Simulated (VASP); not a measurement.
# Cd5S (P-3m1) in VASP: notebook

Runs on Cd5S. Level: PBE. Tasks: single point.

Everything below comes from runs of VASP 6.6.1. Logs are shortened: lines on timing, memory, paths and dates and some standing lists are left out, and cuts for length are marked.

### Step 1. The cell of the first run

Symmetry: P-3m1, No. 164, trigonal system. Conventional cell: a = 3.667 Å, b = 3.667 Å, c = 12.216 Å, α = 90.00°, β = 90.00°, γ = 120.00°. Within 3.7 Å of Cd (site symmetry 3m) lie 3 S at 2.70 Å and 9 Cd at 3.05 to 3.67 Å. Cd (site symmetry 3m) has 12 Cd at 3.05 to 3.67 Å within 4.0 Å. Cd (site symmetry -3m) has 12 Cd at 3.08 to 3.67 Å within 4.0 Å. Within 3.7 Å of S (site symmetry -3m) lie 6 Cd at 2.70 Å and 6 S at 3.67 Å.

### Step 2. Single point, PBE

INCAR

```
PREC = Accurate ; ENCUT = 520
EDIFF = 1E-7 ; ISMEAR = 0
SIGMA = 0.1 ; LREAL = False
LASPH = True ; NELM = 60
ALGO = Normal ; ISIF = 2
LWAVE = False ; LCHARG = False
GGA = PE ; NBANDS = 42
```

KPOINTS

```
regular mesh
0
Gamma
  12 12 4
```

POSCAR

```
Cd5S
1.0
    3.6665260870      0.0000000000      0.0000000000
   -1.8332630435      3.1753047350      0.0000000000
    0.0000000000      0.0000000000     12.2159434748
Cd S
5 1
Direct
    0.6666666667      0.3333333333      0.8621976965
    0.3333333333      0.6666666667      0.1378023035
    0.6666666667      0.3333333333      0.3172882930
    0.0000000000      0.0000000000      0.5000000000
    0.3333333333      0.6666666667      0.6827117070
    0.0000000000      0.0000000000      0.0000000000
```

Potentials or basis: VASP PAW PBE potentials, release 64 (Cd, S).

The run is started by

```console
cat potpaw_PBE.64/Cd/POTCAR potpaw_PBE.64/S/POTCAR > POTCAR
mpirun -np 1 vasp_std > vasp.out
```

OUTCAR:

```text
PREC = Accurate
   ENCUT = 520
   EDIFF = 1E-7
   ISMEAR = 0
   LREAL = False
   LASPH = True
   NELM = 60
   ISIF = 2
   GGA = PE

 ion  position               nearest neighbor table
   1  0.667  0.333  0.862-   6 2.70   6 2.70   6 2.70   5 3.05   5 3.05   5 3.05
   2  0.333  0.667  0.138-   6 2.70   6 2.70   6 2.70   3 3.05   3 3.05   3 3.05
   3  0.667  0.333  0.317-   2 3.05   2 3.05   2 3.05   4 3.08   4 3.08   4 3.08
   4  0.000  0.000  0.500-   3 3.08   5 3.08   3 3.08   5 3.08   3 3.08   5 3.08
   5  0.333  0.667  0.683-   1 3.05   1 3.05   1 3.05   4 3.08   4 3.08   4 3.08
   6  0.000  0.000  0.000-   1 2.70   2 2.70   1 2.70   2 2.70   1 2.70   2 2.70

  LATTYP: Found a hexagonal cell.
 ALAT       =     3.6665260870
 C/A-ratio  =     3.3317486866

  Lattice vectors:

 A1 = (   3.6665260870,   0.0000000000,   0.0000000000)
 A2 = (  -1.8332630435,   3.1753047350,   0.0000000000)
 A3 = (   0.0000000000,   0.0000000000,  12.2159434748)

Analysis of symmetry for initial positions (statically):
=====================================================================
 Subroutine PRICEL returns:
 Original cell was already a primitive cell.

 Routine SETGRP: Setting up the symmetry group for a
 hexagonal supercell.

 Subroutine GETGRP returns: Found 12 space group operations
 (whereof 12 operations were pure point group operations)
 out of a pool of 24 trial point group operations.

The static configuration has the point symmetry D_3d.

Analysis of symmetry for dynamics (positions and initial velocities):
=====================================================================
 Subroutine PRICEL returns:
 Original cell was already a primitive cell.

 Routine SETGRP: Setting up the symmetry group for a
 hexagonal supercell.

 Subroutine GETGRP returns: Found 12 space group operations
 (whereof 12 operations were pure point group operations)
 out of a pool of 24 trial point group operations.

The dynamic configuration has the point symmetry D_3d.

 Subroutine INISYM returns: Found 12 space group operations
 (whereof 12 operations are pure point group operations),
 and found     1 'primitive' translations

----------------------------------------------------------------------------------------

                                     Primitive cell

  volume of cell :     142.2221

  direct lattice vectors                    reciprocal lattice vectors
     3.666526087  0.000000000  0.000000000     0.272737729  0.157465202  0.000000000
    -1.833263043  3.175304735  0.000000000     0.000000000  0.314930403  0.000000000
     0.000000000  0.000000000 12.215943475     0.000000000  0.000000000  0.081860235

  length of vectors
     3.666526087  3.666526087 12.215943475     0.314930403  0.314930403  0.081860235

  position of ions in fractional coordinates (direct lattice)
     0.666666667  0.333333333  0.862197696
     0.333333333  0.666666667  0.137802304
     0.666666667  0.333333333  0.317288293
     0.000000000  0.000000000  0.500000000
     0.333333333  0.666666667  0.682711707
     0.000000000  0.000000000  0.000000000

  ion indices of the primitive-cell ions
   primitive index   ion index
                 1           1
                 2           2
                 3           3
                 4           4
                 5           5
                 6           6

----------------------------------------------------------------------------------------

 KPOINTS: regular mesh

Automatic generation of k-mesh.
 Grid dimensions read from file:
 generate k-points for:   12   12    4

 Generating k-lattice:

  Cartesian coordinates                     Fractional coordinates (reciprocal lattice)
     0.022728144  0.013122100  0.000000000     0.083333333  0.000000000  0.000000000
     0.000000000  0.026244200  0.000000000     0.000000000  0.083333333  0.000000000
     0.000000000  0.000000000  0.020465059     0.000000000  0.000000000  0.250000000

  Length of vectors
     0.026244200  0.026244200  0.020465059

  Shift w.r.t. Gamma in fractional coordinates (k-lattice)
     0.000000000  0.000000000  0.000000000

 Subroutine IBZKPT returns following result:
 ===========================================

 Found     69 irreducible k-points:

 Following reciprocal coordinates:
            Coordinates               Weight
  0.000000  0.000000  0.000000      1.000000
  0.083333 -0.000000  0.000000      6.000000
  0.166667  0.000000  0.000000      6.000000
  0.250000  0.000000  0.000000      6.000000
  0.333333 -0.000000  0.000000      6.000000
  0.416667 -0.000000  0.000000      6.000000
[... 16 lines left out ...]
  0.166667  0.000000  0.250000      6.000000
  0.000000  0.166667  0.250000      6.000000
 [... further k-points ...]
   k-points           NKPTS =     69   k-points in BZ     NKDIM =     69   number of bands    NBANDS=     42
   number of dos      NEDOS =    301   number of ions     NIONS =      6
   total plane-waves  NPLWV =  75264
   dimension x,y,z NGX =    28 NGY =   28 NGZ =   96
   dimension x,y,z NGXF=    56 NGYF=   56 NGZF=  192
   ions per type =               5   1
   NGX,Y,Z   is equivalent  to a cutoff of  12.70, 12.70, 13.06 a.u.
   NGXF,Y,Z  is equivalent  to a cutoff of  25.39, 25.39, 26.13 a.u.
 SYSTEM =  unknown system
   PREC   = accura    normal or accurate (medium, high low for compatibility)
   ISTART =      0    job   : 0-new  1-cont  2-samecut
   ICHARG =      2    charge: 1-file 2-atom 10-const
   ISPIN  =      1    spin polarized calculation?
   LNONCOLLINEAR =      F non collinear calculations
   LSORBIT =      F    spin-orbit coupling
   LASPH  =      T    aspherical Exc in radial PAW
   ENCUT  =  520.0 eV  38.22 Ry    6.18 a.u.   6.82  6.82 22.71*2*pi/ulx,y,z
   NELM   =     60;   NELMIN=  2; NELMDL= -5     # of ELM steps
   EDIFF  = 0.1E-06   stopping-criterion for ELM
   LREAL  =      F    real-space projection
   EDIFFG = 0.1E-05   stopping-criterion for IOM
   NSW    =      0    number of steps for IOM
   IBRION =     -1    ionic relax: 0-MD 1-quasi-New 2-CG
   NFREE  =      0    steps in history (QN), initial steepest desc. (CG)
   ISIF   =      2    stress and relaxation
   ISYM   =      2    0-nonsym 1-usesym 2-fastsym
   POTIM  = 0.5000    time-step for ionic-motion
   TEBEG  =    0.0;   TEEND  =   0.0 temperature during run
   PSTRESS=    0.0 pullay stress
   NELECT =      66.0000    total number of electrons
   NUPDOWN=      -1.0000    fix difference up-down
   EMIN   =  10.00;   EMAX   =-10.00  energy-range for DOS
   EFERMI =   0.00;   METHOD = LEGACY
   ISMEAR =     0;   SIGMA  =   0.10  broadening in eV -4-tet -1-fermi 0-gaus
   EFERMI_NEDOS =   21; number of points for ismear=-14 and -15
   IALGO  =     38    algorithm
   IMIX   =      4    mixing-type and parameters
     AMIX     =   0.40;   BMIX     =  1.00
     AMIX_MAG =   1.60;   BMIX_MAG =  1.00
  volume/ion in A,a.u.               =      23.70       159.96
  Fermi-wavevector in a.u.,A,eV,Ry     =   1.267458  2.395149 21.857093  1.606451
  Thomas-Fermi vector in A             =   2.400605
   LORBIT       =      0    0 simple, 1 ext, 2 COOP (PROOUT), +10 PAW based schemes
   GGA     = PE    functional components
   LHFCALC =     F    Hartree Fock is set to
   AEXX    =    0.0000 exact exchange contribution
   IVDW    =     0    specifies the selected vdW correction
   LEPSILON=     F    determine dielectric tensor
   LRPA    =     F    only Hartree local field effects (RPA)
 non-spin polarized calculation
 Gauss-broadening in eV      SIGMA  =   0.10
  energy-cutoff  :      520.00
  volume of cell :      142.22
 maximum number of plane-waves:      3860
   NGX = 13   NGY = 13   NGZ = 45

 number of electron      66.0000002 magnetization

 Free energy of the ion-electron system (eV)
  ---------------------------------------------------
  ext. energy  EPLUGINS =         0.00000000
  ---------------------------------------------------
  free energy    TOTEN  =        -8.36719658 eV

  energy without entropy =       -8.35789499  energy(sigma->0) =       -8.36254578

 E-fermi :   2.3207     XC(G=0): -10.2424

 val. band max:        2.2843926881   @ k =   0.1667   0.0000   0.0000
 cond. band min:       2.3389009131   @ k =   0.2500   0.2500   0.5000
 fundamental gap:      0.0545082250
 Fermi energy:         2.3206942621

 k-point     1 :       0.0000    0.0000    0.0000
  band No.  band energies     occupation
      1     -11.1477      2.00000
      2      -6.7231      2.00000
      3      -6.7231      2.00000
      4      -6.7100      2.00000
      5      -6.5965      2.00000
      6      -6.5773      2.00000
[... 34 lines left out ...]
     41      11.3314      0.00000
     42      11.3328      0.00000

 k-point     2 :       0.0833   -0.0000    0.0000
  band No.  band energies     occupation
      1     -11.1046      2.00000
      2      -6.7274      2.00000
      3      -6.7228      2.00000
      4      -6.6916      2.00000
      5      -6.5852      2.00000
      6      -6.5743      2.00000
[... 34 lines left out ...]
     41      10.0647      0.00000
     42      10.3061      0.00000

 k-point     3 :       0.1667    0.0000    0.0000
  band No.  band energies     occupation
      1     -10.9841      2.00000
      2      -6.7225      2.00000
      3      -6.7206      2.00000
      4      -6.6581      2.00000
      5      -6.5958      2.00000
      6      -6.5626      2.00000
[... 34 lines left out ...]
     41       9.2039      0.00000
     42      10.1616      0.00000

 k-point     4 :       0.2500    0.0000    0.0000
  band No.  band energies     occupation
      1     -10.8121      2.00000
      2      -6.7170      2.00000
      3      -6.7085      2.00000
      4      -6.6710      2.00000
      5      -6.6516      2.00000
      6      -6.5195      2.00000
[... 844 lines left out ...]
     41       9.9513      0.00000
     42      10.8111      0.00000

 k-point    23 :       0.1667    0.0000    0.2500
  band No.  band energies     occupation
      1     -10.9841      2.00000
      2      -6.7263      2.00000
      3      -6.7232      2.00000
      4      -6.6628      2.00000
      5      -6.6021      2.00000
      6      -6.5435      2.00000
[... 34 lines left out ...]
     41       9.0202      0.00000
     42       9.7513      0.00000

 k-point    24 :       0.0000    0.1667    0.2500
  band No.  band energies     occupation
      1     -10.9841      2.00000
      2      -6.7105      2.00000
      3      -6.7085      2.00000
      4      -6.6556      2.00000
      5      -6.6012      2.00000
      6      -6.5717      2.00000
[... 34 lines left out ...]
     41       9.4781      0.00000
     42       9.8841      0.00000

 [... further k-points ...]

------------------------ aborting loop because EDIFF is reached ----------------------------------------

  FORCE on cell =-STRESS in cart. coord.  units (eV):
  Direction    XX          YY          ZZ          XY          YZ          ZX
  --------------------------------------------------------------------------------------
  -------------------------------------------------------------------------------------
  Total        0.2123518      0.2123518      0.2854842     -0.0000000      0.0000000      0.0000000
  in kB        2.3922098      2.3922098      3.2160701     -0.0000000      0.0000000      0.0000000
  external PRESSURE =       2.6668299 kB  Pullay stress =       0.0000000 kB

 VOLUME and BASIS-vectors are now :
 -----------------------------------------------------------------------------
  energy-cutoff  :      520.00
  volume of cell :      142.22
      direct lattice vectors                 reciprocal lattice vectors
     3.666526087  0.000000000  0.000000000     0.272737729  0.157465202  0.000000000
    -1.833263043  3.175304735  0.000000000     0.000000000  0.314930403  0.000000000
     0.000000000  0.000000000 12.215943475     0.000000000  0.000000000  0.081860235

 POSITION                                       TOTAL-FORCE (eV/Angst)
 -----------------------------------------------------------------------------------
      1.83326      1.05843     10.53256         0.000000     -0.000000     -0.021812
     -0.00000      2.11687      1.68339        -0.000000      0.000000      0.021812
      1.83326      1.05843      3.87598         0.000000     -0.000000      0.002400
      0.00000      0.00000      6.10797         0.000000      0.000000     -0.000000
     -0.00000      2.11687      8.33997        -0.000000      0.000000     -0.002400
      0.00000      0.00000      0.00000         0.000000      0.000000     -0.000000
 -----------------------------------------------------------------------------------
    total drift:                                0.000000     -0.000000      0.000000

  FREE ENERGIE OF THE ION-ELECTRON SYSTEM (eV)
  ---------------------------------------------------
  free  energy   TOTEN  =        -8.3671965778 eV

  energy  without entropy=       -8.3578949853  energy(sigma->0) =       -8.36254578
```

Run time: 10 min. Hardware: 1 thread of Intel Xeon 8259CL, shared host; peak memory 0.46 GiB.

What came out:

```
Free energy            : -8.3672 eV
Pressure               : 0.3 GPa
Largest force          : 0.022 eV/Å
Band gap on the k mesh : zero (bands 33 and 34 overlap by 1.42 eV)
```

Forces on the atoms (eV/Å):
```
Cd   0.000  0.000 -0.022
Cd   0.000  0.000  0.022
Cd   0.000  0.000  0.002
Cd   0.000  0.000  0.000
Cd   0.000  0.000 -0.002
S    0.000  0.000  0.000
```

### Step 3. Single point, PBE

INCAR

```
  ALGO = Normal
  EDIFF = 1E-6
  ENCUT = 520
  GGA = PE
  ISIF = 2
  ISMEAR = 0
  LASPH = True
  LCHARG = True
  LELF = True
  LREAL = False
  LVHAR = True
  LWAVE = False
  NBANDS = 42
  NELM = 60
  PREC = Accurate
  SIGMA = 0.1
```

KPOINTS

```
k-points
0
Gamma
  12 12 4
```

POSCAR

```
Cd5S
1.0
    3.6670120246      0.0000000000      0.0000000000
   -1.8335060123      3.1757255693      0.0000000000
    0.0000000000      0.0000000000     12.2130849335
Cd S
5 1
Direct
    0.6666666667      0.3333333333      0.8621605512
    0.3333333333      0.6666666667      0.1378394488
    0.6666666667      0.3333333333      0.3173242508
    0.0000000000      0.0000000000      0.5000000000
    0.3333333333      0.6666666667      0.6826757492
    0.0000000000      0.0000000000      0.0000000000
```

Potentials or basis: VASP PAW PBE potentials, release 64 (Cd, S).

The run is started by

```console
cat potpaw_PBE.64/Cd/POTCAR potpaw_PBE.64/S/POTCAR > POTCAR
mpirun -np 1 vasp_std > vasp.out
```

Run time: 9.2 min. Hardware: 1 thread of Intel Xeon 8259CL, shared host; peak memory 0.46 GiB.

The run converged. Its results:

- Free energy: -8.3672 eV
- Pressure: 0.3 GPa
- Largest force: 0.020 eV/Å
- Band gap on the k mesh: zero (bands 33 and 34 overlap by 1.42 eV)

Forces on the atoms (eV/Å):
```
Cd   0.000  0.000 -0.020
Cd   0.000  0.000  0.020
Cd   0.000  0.000  0.002
Cd   0.000  0.000  0.000
Cd   0.000  0.000 -0.002
S    0.000  0.000  0.000
```

Stress tensor (GPa, compression positive):
```
0.24 0.00 0.00
0.00 0.24 0.00
0.00 0.00 0.33
```

Levels at points of the mesh, in eV from the Fermi level:
```
           k point  band 30  band 31  band 32  band 33  band 34  band 35  band 36  band 37
(0.00, 0.00, 0.00)    -4.32    -0.90    -0.90    -0.48     1.37     4.76     5.99     6.82
(0.50, 0.00, 0.00)    -2.71    -2.39    -1.81    -1.06     0.18     0.23     1.06     3.60
(0.00, 0.00, 0.50)    -2.43    -2.05    -0.90    -0.90     2.80     3.59     6.55     6.81
(0.50, 0.00, 0.50)    -2.52    -1.81    -1.73    -1.59    -0.95     1.48     1.62     2.92
```
